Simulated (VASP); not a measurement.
Input of a VASP 6.6.1 run:

INCAR

```
SYSTEM = Ba
ALGO = Normal
EDIFF = 1E-7
ENCUT = 520
GGA = PS
GGA_COMPAT = .False.
ISIF = 2
ISMEAR = -1
LASPH = .True.
LCHARG = .False.
LORBIT = 11
LORBMOM = .True.
LREAL = .False.
LSORBIT = .True.
LWAVE = .False.
MAGMOM = 0 0 0
NBANDS = 21
NELM = 150
PREC = Accurate
SIGMA = 0.05
```

File KPOINTS:

```
k-points
0
Gamma
  6 6 6
  0 0 0
```

Contents of POSCAR:

```
Ba
1.0
   -2.5065000000      2.5065000000      2.5065000000
    2.5065000000     -2.5065000000      2.5065000000
    2.5065000000      2.5065000000     -2.5065000000
Ba
1
Direct
    0.0000000000      0.0000000000      0.0000000000
```

Potentials or basis: VASP PAW PBE potentials, release 64 (Ba_sv).

Command:

```console
$ cat potpaw_PBE.64/Ba_sv/POTCAR > POTCAR
$ mpirun -np 1 vasp_ncl > vasp.out
```

Q: Predict the pressure.

A: -0.5 GPa.

Q: Estimate the net moment.

A: 0.00 μB per cell.

Moments on the atoms (μB; x, y, z):
```
Ba  0.00 0.00 0.00
```

Caveat: the PAW data sets were made with another functional, which shifts forces and pressure a little.
